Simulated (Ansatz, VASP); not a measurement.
PbSe: VASP beside Ansatz

```
CELL_PARAMETERS angstrom
5.20670 0.00000 0.00000
-2.60335 4.50914 0.00000
0.00000 0.00000 6.26110
ATOMIC_POSITIONS crystal
Pb 0.33333 0.66667 0.25000
Pb 0.66667 0.33333 0.75000
Se 0.66667 0.33333 0.25000
Se 0.33333 0.66667 0.75000
```

Alike in both runs: task single point; functional PBE; k mesh 6 × 6 × 4; no spin polarisation.

```csv
,VASP,Ansatz
version,VASP 6.6.1,Ansatz 0.2.0
potentials or method,"VASP PAW PBE potentials, release 64 (Pb_d, Se)","plane waves, PAW"
plane-wave cutoff (eV),520,420
occupations,"gaussian, width 0.01 eV",fixed
valence electrons in the cell,40,60
```

|  | VASP | Ansatz | Ansatz less VASP |
| --- | --- | --- | --- |
| gap on the k mesh at the Fermi level (eV) | 1.18 | 1.18 | -0.003 |
| pressure (GPa) | 0.0 | 0.0 | +0.01 |

VASP's potentials hold 40 valence electrons a cell and Ansatz's 60, so a difference there can come from the potentials and not from the codes.

Spin-orbit coupling is off throughout.
